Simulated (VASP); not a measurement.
Runs of VASP 6.6.1 on SnSe2. The structure is trigonal, space group P-3m1 (No. 164). The conventional cell has a = 3.825 Å, b = 3.825 Å, c = 6.227 Å, α = 90.00°, β = 90.00°, γ = 120.00°. Sn (site symmetry -3m) has 6 Se at 2.71 Å within 3.6 Å. Se (site symmetry 3m) has 3 Sn at 2.71 Å within 3.6 Å. 

```tsv
level	potentials or basis	k mesh	smearing	gap on the mesh (eV)	pressure (GPa)	largest force (eV/Å)
PBE	VASP PAW PBE potentials, release 64 (Sn_d, Se)	6 × 6 × 4	gaussian 0.2 eV	0.79	3.0	0.26
PBE	VASP PAW PBE potentials, release 64 (Sn_d, Se)	6 × 6 × 4	fermi-dirac 0.2 eV	0.79	3.2	0.31
LDA	VASP PAW LDA potentials, release 64 (Sn_d, Se)	6 × 6 × 2	gaussian 0.01 eV	(b)	-1.5	(a)
PBE	VASP PAW PBE potentials, release 64 (Sn_d, Se)	6 × 6 × 2	gaussian 0.01 eV	0.79	3.0	0.26
PBE	VASP PAW PBE potentials, release 64 (Sn_d, Se)	6 × 6 × 4	methfessel-paxton 0.2 eV	0.79	3.0	0.27
```

Alike in all rows: task single point; no spin polarisation; cell as given; cutoff (eV) 520.

Fill in the values left out.

(a) 0.01; (b) 0.67.

Caveats: some runs use coarse meshes; spin-orbit coupling is left out, which moves the levels of the heavy elements; this functional lacks dispersion, which binds the layers, so the pressure and a relaxed spacing across them are unreliable (some runs).

A k mesh can miss the band edges, and the runs leave out spin-orbit coupling on Se, Sn.
